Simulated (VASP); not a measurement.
# SiC5 (R32) in VASP: notebook, part 2 of 2

VASP 6.6.1.

## (4) Single point, PBE

This run uses another cell than the first one, of 13.92 Å³/atom, 1.118 times its volume.

File INCAR:

```
  ALGO = Normal
  EDIFF = 1E-6
  ENCUT = 520
  GGA = PE
  ISIF = 2
  ISMEAR = 0
  LASPH = True
  LCHARG = False
  LREAL = False
  LWAVE = False
  NBANDS = 21
  NELM = 100
  PREC = Accurate
  SIGMA = 0.1
```

File KPOINTS:

```
k-points
0
Gamma
  12 12 12
```

File POSCAR:

```
SiC5
1.0
    2.3251327572      1.3424160233      4.4582112854
   -2.3251327572      1.3424160233      4.4582112854
    0.0000000000     -2.6848320466      4.4582112854
Si C
1 5
Direct
    0.0000000000      0.0000000000      0.0000000000
    0.3798012307      0.6201987693      0.0000000000
    0.3333727996      0.3333727996      0.3333727996
    0.0000000000      0.3798012307      0.6201987693
    0.6666272004      0.6666272004      0.6666272004
    0.6201987693      0.0000000000      0.3798012307
```

Potentials or basis: VASP PAW PBE potentials, release 64 (Si, C).

Run with:

```
> cat potpaw_PBE.64/Si/POTCAR potpaw_PBE.64/C/POTCAR > POTCAR
> mpirun -np 1 vasp_std > vasp.out
```

OUTCAR:

```text
EDIFF = 1E-6
   ENCUT = 520
   GGA = PE
   ISIF = 2
   ISMEAR = 0
   LASPH = True
   LREAL = False
   NELM = 100
   PREC = Accurate

 ion  position               nearest neighbor table
   1  0.000  0.000  0.000-   2 1.77   4 1.77   6 1.77
   2  0.380  0.620  0.000-   3 1.45   5 1.45   1 1.77
   3  0.333  0.333  0.333-   6 1.45   4 1.45   2 1.45
   4  0.000  0.380  0.620-   5 1.45   3 1.45   1 1.77
   5  0.667  0.667  0.667-   4 1.45   6 1.45   2 1.45
   6  0.620  0.000  0.380-   3 1.45   5 1.45   1 1.77

  LATTYP: Found a trigonal (rhomboedric) cell.
 ALAT       =     5.2042262617
 COS(alpha) =     0.6007791958

  Lattice vectors:

 A1 = (   2.3251327572,   1.3424160233,   4.4582112854)
 A2 = (  -2.3251327572,   1.3424160233,   4.4582112854)
 A3 = (   0.0000000000,  -2.6848320466,   4.4582112854)

Analysis of symmetry for initial positions (statically):
=====================================================================
 Subroutine PRICEL returns:
[... 179 lines left out ...]
 E-fermi :   2.5903     XC(G=0):  -8.3597

 val. band max:        2.5660021532   @ k =   0.4167   0.4167   0.4167
 cond. band min:       2.6292576385   @ k =   0.1667   0.1667   0.1667
 fundamental gap:      0.0632554853
 Fermi energy:         2.5903234248

 k-point     1 :       0.0000    0.0000    0.0000
  band No.  band energies     occupation
      1     -15.1298      2.00000
      2     -10.3980      2.00000
      3      -9.2815      2.00000
      4      -9.2815      2.00000
      5      -6.2287      2.00000
      6      -6.2287      2.00000
[... 565 lines left out ...]
     20      10.5401      0.00000
     21      12.6365      0.00000

 [... further k-points ...]

------------------------ aborting loop because EDIFF is reached ----------------------------------------

  FORCE on cell =-STRESS in cart. coord.  units (eV):
  Direction    XX          YY          ZZ          XY          YZ          ZX
  --------------------------------------------------------------------------------------
  -------------------------------------------------------------------------------------
  Total        0.1230889      0.1230889     -0.0061450      0.0000000     -0.0000000      0.0000000
  in kB        2.3620149      2.3620149     -0.1179202      0.0000000     -0.0000000      0.0000000
  external PRESSURE =       1.5353699 kB  Pullay stress =       0.0000000 kB

 VOLUME and BASIS-vectors are now :
 -----------------------------------------------------------------------------
  energy-cutoff  :      520.00
  volume of cell :       83.49
      direct lattice vectors                 reciprocal lattice vectors
     2.325132757  1.342416023  4.458211285     0.215041485  0.124154259  0.074768402
    -2.325132757  1.342416023  4.458211285    -0.215041485  0.124154259  0.074768402
     0.000000000 -2.684832047  4.458211285     0.000000000 -0.248308518  0.074768402

 POSITION                                       TOTAL-FORCE (eV/Angst)
 -----------------------------------------------------------------------------------
      0.00000      0.00000      0.00000        -0.000000      0.000000      0.000000
     -0.55896      1.34242      4.45821        -0.028681     -0.000000     -0.000000
      0.00000      0.00000      4.45874        -0.000000      0.000000     -0.002084
     -0.88309     -1.15528      4.45821         0.014340     -0.024838      0.000000
      0.00000      0.00000      8.91589        -0.000000      0.000000      0.002084
      1.44204     -0.18714      4.45821         0.014340      0.024838      0.000000
 -----------------------------------------------------------------------------------
    total drift:                                0.000000      0.000000      0.000000

  FREE ENERGIE OF THE ION-ELECTRON SYSTEM (eV)
  ---------------------------------------------------
  free  energy   TOTEN  =       -49.2261305328 eV

  energy  without entropy=      -49.2254337406  energy(sigma->0) =      -49.22578214
```

OSZICAR:

```text
N       E                     dE             d eps       ncg     rms          rms(c)
DAV:   1     0.853496339666E+02    0.85350E+02   -0.11107E+04  7938   0.978E+02
DAV:   2    -0.452629049937E+02   -0.13061E+03   -0.12580E+03 10347   0.207E+02
DAV:   3    -0.536888226050E+02   -0.84259E+01   -0.83662E+01 10038   0.524E+01
DAV:   4    -0.538269364924E+02   -0.13811E+00   -0.13798E+00 11418   0.775E+00
DAV:   5    -0.538293408488E+02   -0.24044E-02   -0.24041E-02 11042   0.936E-01    0.125E+01
DAV:   6    -0.498922170144E+02    0.39371E+01   -0.74793E+00 10603   0.122E+01    0.663E+00
DAV:   7    -0.492823540649E+02    0.60986E+00   -0.14580E+00 11334   0.612E+00    0.279E+00
DAV:   8    -0.492217457100E+02    0.60608E-01   -0.17522E-01  9961   0.216E+00    0.930E-01
DAV:   9    -0.492237925932E+02   -0.20469E-02   -0.27697E-02 10565   0.859E-01    0.211E-01
DAV:  10    -0.492257722733E+02   -0.19797E-02   -0.27213E-03  9113   0.329E-01    0.735E-02
DAV:  11    -0.492260569382E+02   -0.28466E-03   -0.42652E-04 10092   0.117E-01    0.408E-02
DAV:  12    -0.492261191723E+02   -0.62234E-04   -0.47082E-05  9264   0.445E-02    0.119E-02
DAV:  13    -0.492261298617E+02   -0.10689E-04   -0.22405E-05  9696   0.265E-02    0.639E-03
DAV:  14    -0.492261305328E+02   -0.67108E-06   -0.14650E-06  9729   0.723E-03
   1 F= -.49226131E+02 E0= -.49225782E+02  d E =-.696792E-03
```

It took 6.3 min on 1 thread of Intel Xeon 6975P-C, shared host; peak memory 0.41 GiB.

Results:

```yaml
Free_energy: -49.2261 eV
Pressure: 0.2 GPa
Largest_force: 0.029 eV/Å
Band_gap_on_the_k_mesh: zero (band 12 reaches 2.63 eV, above the bottom of band 13 at 2.50 eV)
```

Forces on the atoms (eV/Å):
```
Si   0.000  0.000  0.000
C   -0.029  0.000  0.000
C    0.000  0.000 -0.002
C    0.014 -0.025  0.000
C    0.000  0.000  0.002
C    0.014  0.025  0.000
```

## (5) The runs side by side

```tsv
task	cell	k mesh	cutoff (eV)	smearing	gap on the mesh (eV)	pressure (GPa)	largest force (eV/Å)
single point	a = 4.805 Å, angles 57.9°, 6 atoms	4 × 4 × 4	520	gaussian 0.2 eV	none	0.2	0.04
relaxation of cell and atoms	relaxed from a = 4.416 Å, angles 65.4°, 6 atoms	4 × 4 × 4	600	gaussian 0.2 eV	none	0.1	0.07
single point	a = 5.204 Å, angles 53.1°, 6 atoms	12 × 12 × 12	520	gaussian 0.1 eV	none	0.2	0.03
```

Alike in all rows: level PBE; potentials or basis VASP PAW PBE potentials, release 64 (Si, C); no spin polarisation.

Caveats: some runs use coarse meshes; the relaxation stopped at a loose force limit of 0.08 eV/Å, so its end isn't a converged minimum (some runs).

Total energies depend on the potentials used, so only differences within one code and one set of settings carry meaning.
